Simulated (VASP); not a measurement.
# Ni (P6_3/mmc) in VASP: notebook

Ni is run at these levels: PBE; tasks: single point.

Everything below comes from runs of VASP 6.6.1. Logs are shortened: lines on timing, memory, paths and dates and some standing lists are left out, and cuts for length are marked.

### 1 The cell of the first run

The structure is hexagonal, space group P6_3/mmc (No. 194). The conventional cell has a = 2.482 Å, b = 2.482 Å, c = 4.083 Å, α = 90.00°, β = 90.00°, γ = 120.00°. Within 3.3 Å of Ni (site symmetry -6m2) lie 12 Ni at 2.48 to 2.49 Å.

### 2 Single point, PBE

Contents of INCAR:

```
PREC     = Accurate       # precision mode
ENCUT    = 520            # plane-wave cutoff, eV
EDIFF    = 1E-6           # SCF threshold, eV
ISMEAR   = -1             # smearing method
SIGMA    = 0.1            # smearing width, eV
LREAL    = F              # projectors in reciprocal space
LASPH    = T              # aspherical terms in the spheres
NELM     = 80             # most SCF steps
ALGO     = Normal         # electronic algorithm
ISIF     = 2              # what is computed and relaxed
LWAVE    = F              # write WAVECAR
LCHARG   = T              # write CHGCAR
GGA      = PE             # functional
LELF     = T              # ELF
LVHAR    = T            
NBANDS   = 17             # bands
```

Contents of KPOINTS:

```
Automatic mesh
0
Gamma
  7 7 4
```

Contents of POSCAR:

```
Ni
1.0
    2.4824367543      0.0000000000      0.0000000000
   -1.2412183772      2.1498532925      0.0000000000
    0.0000000000      0.0000000000      4.0826416159
Ni
2
Direct
    0.3333333333      0.6666666667      0.2500000000
    0.6666666667      0.3333333333      0.7500000000
```

Potentials or basis: VASP PAW PBE potentials, release 64 (Ni).

Started as:

```
cat potpaw_PBE.64/Ni/POTCAR > POTCAR
mpirun -np 1 vasp_std > vasp.out
```

OUTCAR:

```text
PREC = Accurate
   ENCUT = 520
   EDIFF = 1E-6
   ISMEAR = -1
   LREAL = F
   LASPH = T
   NELM = 80
   ISIF = 2
   GGA = PE

 ion  position               nearest neighbor table
   1  0.333  0.667  0.250-   2 2.49   2 2.49   2 2.49   2 2.49   2 2.49   2 2.49
   2  0.667  0.333  0.750-   1 2.49   1 2.49   1 2.49   1 2.49   1 2.49   1 2.49

  LATTYP: Found a hexagonal cell.
 ALAT       =     2.4824367543
 C/A-ratio  =     1.6446105259

  Lattice vectors:

 A1 = (   2.4824367543,   0.0000000000,   0.0000000000)
 A2 = (  -1.2412183772,   2.1498532925,   0.0000000000)
 A3 = (   0.0000000000,   0.0000000000,   4.0826416159)

Analysis of symmetry for initial positions (statically):
=====================================================================
 Subroutine PRICEL returns:
 Original cell was already a primitive cell.

 Routine SETGRP: Setting up the symmetry group for a
 hexagonal supercell.

 Subroutine GETGRP returns: Found 24 space group operations
 (whereof 12 operations were pure point group operations)
 out of a pool of 24 trial point group operations.

The static configuration has the point symmetry D_3d.
 The point group associated with its full space group is D_6h.

Analysis of symmetry for dynamics (positions and initial velocities):
=====================================================================
 Subroutine PRICEL returns:
 Original cell was already a primitive cell.

 Routine SETGRP: Setting up the symmetry group for a
 hexagonal supercell.

 Subroutine GETGRP returns: Found 24 space group operations
 (whereof 12 operations were pure point group operations)
 out of a pool of 24 trial point group operations.

The dynamic configuration has the point symmetry D_3d.
 The point group associated with its full space group is D_6h.

 Subroutine INISYM returns: Found 24 space group operations
 (whereof 12 operations are pure point group operations),
 and found     1 'primitive' translations

----------------------------------------------------------------------------------------

                                     Primitive cell

  volume of cell :      21.7885

  direct lattice vectors                    reciprocal lattice vectors
     2.482436754  0.000000000  0.000000000     0.402830001  0.232574009  0.000000000
    -1.241218377  2.149853293  0.000000000     0.000000000  0.465148019  0.000000000
     0.000000000  0.000000000  4.082641616     0.000000000  0.000000000  0.244939452

  length of vectors
     2.482436754  2.482436754  4.082641616     0.465148019  0.465148019  0.244939452

  position of ions in fractional coordinates (direct lattice)
     0.333333333  0.666666667  0.250000000
     0.666666667  0.333333333  0.750000000

  ion indices of the primitive-cell ions
   primitive index   ion index
                 1           1
                 2           2

----------------------------------------------------------------------------------------

 KPOINTS: Automatic mesh

Automatic generation of k-mesh.
 Grid dimensions read from file:
 generate k-points for:    7    7    4

 Generating k-lattice:

  Cartesian coordinates                     Fractional coordinates (reciprocal lattice)
     0.057547143  0.033224858  0.000000000     0.142857143  0.000000000  0.000000000
     0.000000000  0.066449717  0.000000000     0.000000000  0.142857143  0.000000000
     0.000000000  0.000000000  0.061234863     0.000000000  0.000000000  0.250000000

  Length of vectors
     0.066449717  0.066449717  0.061234863

  Shift w.r.t. Gamma in fractional coordinates (k-lattice)
     0.000000000  0.000000000  0.000000000

 Subroutine IBZKPT returns following result:
 ===========================================

 Found     24 irreducible k-points:

 Following reciprocal coordinates:
            Coordinates               Weight
  0.000000  0.000000  0.000000      1.000000
  0.142857 -0.000000  0.000000      6.000000
  0.285714  0.000000  0.000000      6.000000
  0.428571  0.000000  0.000000      6.000000
  0.142857  0.142857  0.000000      6.000000
  0.285714  0.142857  0.000000     12.000000
[... 16 lines left out ...]
  0.428571  0.142857  0.500000      6.000000
  0.285714  0.285714  0.500000      6.000000
   k-points           NKPTS =     24   k-points in BZ     NKDIM =     24   number of bands    NBANDS=     17
   number of dos      NEDOS =    301   number of ions     NIONS =      2
   total plane-waves  NPLWV =   9720
   dimension x,y,z NGX =    18 NGY =   18 NGZ =   30
   dimension x,y,z NGXF=    36 NGYF=   36 NGZF=   60
   ions per type =               2
   NGX,Y,Z   is equivalent  to a cutoff of  12.05, 12.05, 12.22 a.u.
   NGXF,Y,Z  is equivalent  to a cutoff of  24.11, 24.11, 24.43 a.u.
 SYSTEM =  unknown system
   PREC   = accura    normal or accurate (medium, high low for compatibility)
   ISTART =      0    job   : 0-new  1-cont  2-samecut
   ICHARG =      2    charge: 1-file 2-atom 10-const
   ISPIN  =      1    spin polarized calculation?
   LNONCOLLINEAR =      F non collinear calculations
   LSORBIT =      F    spin-orbit coupling
   LASPH  =      T    aspherical Exc in radial PAW
   ENCUT  =  520.0 eV  38.22 Ry    6.18 a.u.   4.62  4.62  7.59*2*pi/ulx,y,z
   NELM   =     80;   NELMIN=  2; NELMDL= -5     # of ELM steps
   EDIFF  = 0.1E-05   stopping-criterion for ELM
   LREAL  =      F    real-space projection
   EDIFFG = 0.1E-04   stopping-criterion for IOM
   NSW    =      0    number of steps for IOM
   IBRION =     -1    ionic relax: 0-MD 1-quasi-New 2-CG
   NFREE  =      0    steps in history (QN), initial steepest desc. (CG)
   ISIF   =      2    stress and relaxation
   ISYM   =      2    0-nonsym 1-usesym 2-fastsym
   POTIM  = 0.5000    time-step for ionic-motion
   TEBEG  =    0.0;   TEEND  =   0.0 temperature during run
   PSTRESS=    0.0 pullay stress
   NELECT =      20.0000    total number of electrons
   NUPDOWN=      -1.0000    fix difference up-down
   EMIN   =  10.00;   EMAX   =-10.00  energy-range for DOS
   EFERMI =   0.00;   METHOD = LEGACY
   ISMEAR =    -1;   SIGMA  =   0.10  broadening in eV -4-tet -1-fermi 0-gaus
   EFERMI_NEDOS =   21; number of points for ismear=-14 and -15
   IALGO  =     38    algorithm
   IMIX   =      4    mixing-type and parameters
     AMIX     =   0.40;   BMIX     =  1.00
     AMIX_MAG =   1.60;   BMIX_MAG =  1.00
  volume/ion in A,a.u.               =      10.89        73.52
  Fermi-wavevector in a.u.,A,eV,Ry     =   1.591019  3.006590 34.440998  2.531342
  Thomas-Fermi vector in A             =   2.689624
   LORBIT       =      0    0 simple, 1 ext, 2 COOP (PROOUT), +10 PAW based schemes
   GGA     = PE    functional components
   LHFCALC =     F    Hartree Fock is set to
   AEXX    =    0.0000 exact exchange contribution
   IVDW    =     0    specifies the selected vdW correction
   LEPSILON=     F    determine dielectric tensor
   LRPA    =     F    only Hartree local field effects (RPA)
 non-spin polarized calculation
  energy-cutoff  :      520.00
  volume of cell :       21.79
 maximum number of plane-waves:       595
   NGX =  9   NGY =  9   NGZ = 15

 number of electron      20.0000013 magnetization

 Free energy of the ion-electron system (eV)
  ---------------------------------------------------
  ext. energy  EPLUGINS =         0.00000000
  ---------------------------------------------------
  free energy    TOTEN  =       -10.88273023 eV

  energy without entropy =      -10.69663509  energy(sigma->0) =      -10.78968266

 E-fermi :   9.2281     XC(G=0): -13.2443

 val. band max:        9.2253437237   @ k =   0.4286   0.0000   0.2500
 cond. band min:       9.2332767562   @ k =   0.4286   0.1429   0.2500
 fundamental gap:      0.0079330326
 Fermi energy:         9.2281226914

 k-point     1 :       0.0000    0.0000    0.0000
  band No.  band energies     occupation
      1       0.3393      2.00000
      2       4.7578      2.00000
      3       7.3126      2.00000
      4       7.4018      2.00000
      5       7.4018      2.00000
      6       7.6740      2.00000
[... 9 lines left out ...]
     16      33.9322      0.00000
     17      34.6780      0.00000

 k-point     2 :       0.1429   -0.0000    0.0000
  band No.  band energies     occupation
      1       1.0415      2.00000
      2       5.1740      2.00000
      3       6.9876      2.00000
      4       7.2502      2.00000
      5       7.4850      2.00000
      6       7.7041      2.00000
[... 9 lines left out ...]
     16      31.3963      0.00000
     17      33.8862      0.00000

 k-point     3 :       0.2857    0.0000    0.0000
  band No.  band energies     occupation
      1       2.9294      2.00000
      2       5.6874      2.00000
      3       6.1735      2.00000
      4       6.7180      2.00000
      5       7.3338      2.00000
      6       7.5983      2.00000
[... 9 lines left out ...]
     16      27.9407      0.00000
     17      28.7002      0.00000

 k-point     4 :       0.4286    0.0000    0.0000
  band No.  band energies     occupation
      1       4.8077      2.00000
      2       5.4251      2.00000
      3       5.6639      2.00000
      4       6.9991      2.00000
      5       7.3722      2.00000
      6       7.4285      2.00000
[... 9 lines left out ...]
     16      23.9079      0.00000
     17      24.5716      0.00000
[... 343 lines left out ...]
      1       5.1514      2.00000
      2       5.1514      2.00000
      3       6.4912      2.00000
      4       6.4912      2.00000
      5       7.3121      2.00000
      6       7.3121      2.00000
[... 9 lines left out ...]
     16      23.9686      0.00000
     17      27.6039      0.00000

 k-point    23 :       0.4286    0.1429    0.5000
  band No.  band energies     occupation
      1       5.3042      2.00000
      2       5.3042      2.00000
      3       6.4148      2.00000
      4       6.4148      2.00000
      5       7.5697      2.00000
      6       7.5697      2.00000
[... 9 lines left out ...]
     16      23.2776      0.00000
     17      29.3973      0.00000

 k-point    24 :       0.2857    0.2857    0.5000
  band No.  band energies     occupation
      1       5.8222      2.00000
      2       5.8222      2.00000
      3       6.5336      2.00000
      4       6.5336      2.00000
      5       6.9459      2.00000
      6       6.9459      2.00000
[... 9 lines left out ...]
     16      19.3406      0.00000
     17      30.2156      0.00000

------------------------ aborting loop because EDIFF is reached ----------------------------------------

  FORCE on cell =-STRESS in cart. coord.  units (eV):
  Direction    XX          YY          ZZ          XY          YZ          ZX
  --------------------------------------------------------------------------------------
  -------------------------------------------------------------------------------------
  Total       -0.0174344     -0.0174344      0.0297260      0.0000000      0.0000000      0.0000000
  in kB       -1.2820026     -1.2820026      2.1858411      0.0000000      0.0000000      0.0000000
  external PRESSURE =      -0.1260547 kB  Pullay stress =       0.0000000 kB

 VOLUME and BASIS-vectors are now :
 -----------------------------------------------------------------------------
  energy-cutoff  :      520.00
  volume of cell :       21.79
      direct lattice vectors                 reciprocal lattice vectors
     2.482436754  0.000000000  0.000000000     0.402830001  0.232574009  0.000000000
    -1.241218377  2.149853293  0.000000000     0.000000000  0.465148019  0.000000000
     0.000000000  0.000000000  4.082641616     0.000000000  0.000000000  0.244939452

 POSITION                                       TOTAL-FORCE (eV/Angst)
 -----------------------------------------------------------------------------------
     -0.00000      1.43324      1.02066         0.000000      0.000000      0.000000
      1.24122      0.71662      3.06198        -0.000000     -0.000000      0.000000
 -----------------------------------------------------------------------------------
    total drift:                               -0.000000      0.000000     -0.000000

  FREE ENERGIE OF THE ION-ELECTRON SYSTEM (eV)
  ---------------------------------------------------
  free  energy   TOTEN  =       -10.8827302333 eV

  energy  without entropy=      -10.6966350928  energy(sigma->0) =      -10.78968266
```

Run time: 6.6 s. Hardware: 1 thread of Intel Xeon Platinum 8375C at 2.90GHz (Ice Lake), shared host; peak memory 0.13 GiB.

Results:

```yaml
Free_energy: -10.8827 eV
Pressure: 0.0 GPa
Band_gap_on_the_k_mesh: zero (band 10 reaches 9.23 eV, above the bottom of band 11 at 8.76 eV)
```

Stress tensor (GPa, compression positive):
```
-0.13  0.00  0.00
 0.00 -0.13  0.00
 0.00  0.00  0.22
```

Levels at points of the mesh, in eV from the Fermi level:
```csv
k point,band 7,band 8,band 9,band 10,band 11,band 12,band 13,band 14
"(0.00, 0.00, 0.00)",-1.55,-1.13,-1.13,-0.26,-0.18,-0.18,5.91,22.71
"(0.00, 0.00, 0.50)",-1.87,-1.87,-0.47,-0.47,-0.47,-0.47,14.43,14.43
```

Caveat: the k points lie up to 0.42 Å⁻¹ apart; the run has no spin polarisation, though such a crystal can be magnetic.

[end of part 1 of 2]
